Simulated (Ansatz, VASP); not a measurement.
Two plane-wave programs on YbN

Contents of INCAR:

```
SYSTEM = YbN
  PREC = Accurate
  ENCUT = 520
  EDIFF = 1E-6
  ISMEAR = 0
  SIGMA = 0.05
  LREAL = .FALSE.
  LASPH = .TRUE.
  NELM = 150
  ALGO = Normal
  ISIF = 2
  LWAVE = .FALSE.
  LCHARG = .FALSE.
  ISPIN = 2
  MAGMOM = 1.08 0.01
  LORBIT = 11
  LMAXMIX = 6
  LDAU = .TRUE.
  LDAUTYPE = 2
  LDAUL = 3 -1
  LDAUU = 6 0
  LDAUJ = 0 0
  LDAUPRINT = 1
  GGA = PE
  NBANDS = 26
```

Contents of KPOINTS:

```
Automatic mesh
0
G
  8 8 8
  0 0 0
```

File POSCAR:

```
YbN
1.0
    0.0000000000      2.5329652143      2.5329652143
    2.5329652143      0.0000000000      2.5329652143
    2.5329652143      2.5329652143      0.0000000000
Yb N
1 1
Direct
    0.0000000000      0.0000000000      0.0000000000
    0.2500000000      0.2500000000      0.2500000000
```

Input for Ansatz:

```yaml
crystal:
  lattice:
    - [0.0, 2.5329652143, 2.5329652143]
    - [2.5329652143, 0.0, 2.5329652143]
    - [2.5329652143, 2.5329652143, 0.0]
  atoms:
    - { symbol: Yb, position: [0.0, 0.0, 0.0], spin: 1.08 }
    - { symbol: "N", position: [0.25, 0.25, 0.25] }
basis:
  ecutwfc: 420
  ecutrho_ratio: 4
kpoints:
  mp_grid: { grid: [8, 8, 8] }
hamiltonian:
  xc: pbe
  hubbard:
    sites:
      - { species: Yb, l: f, u_eff: 6.0, starting_ns: start.occupation_matrices }
    ns_hold: { iters: 6 }
scf:
  occupations: { method: gaussian, width: 0.05 }
  lower_state_search: "off"
output:
  forces: true
  stress: true
  eigenvalues: true
  populations: true
  hubbard: { sites: [{ species: Yb, l: f }] }
magnetization:
  spin_polarized: true
```

Alike in both runs: task single point; functional PBE; k mesh 8 × 8 × 8; occupations gaussian, width 0.05 eV; collinear spin; Hubbard terms Yb f U = 6.0 eV.

|  | VASP | Ansatz |
| --- | --- | --- |
| version | VASP 6.6.1 | Ansatz 0.2.0 |
| potentials or method | VASP PAW PBE potentials, release 64 (Yb, N), cutoff 520 eV | scalar-relativistic, plane waves, PAW |
| valence electrons in the cell | 29 | 29 |

Ansatz gave:

```
pressure (GPa)                                                : 7.6
traceless stress, the component that is largest in VASP (GPa) : -0.15
net moment per atom (μB)                                      : 0.50
size of the moment on the site where the two differ most (μB) : 0.98
```

Problem. Estimate VASP's values.

Solution. Pressure (GPa): 7.9; traceless stress, the component that is largest in VASP (GPa): 0.00; net moment per atom (μB): 0.50; size of the moment on the site where the two differ most (μB): 0.59.

Site moments also hang on the region over which each program counts them. The programs project onto different local orbitals, so the same U acts differently, and such runs can settle in different states. Ansatz's warnings: symmetry narrowed by occupation matrices.

Spin-orbit coupling is off throughout.
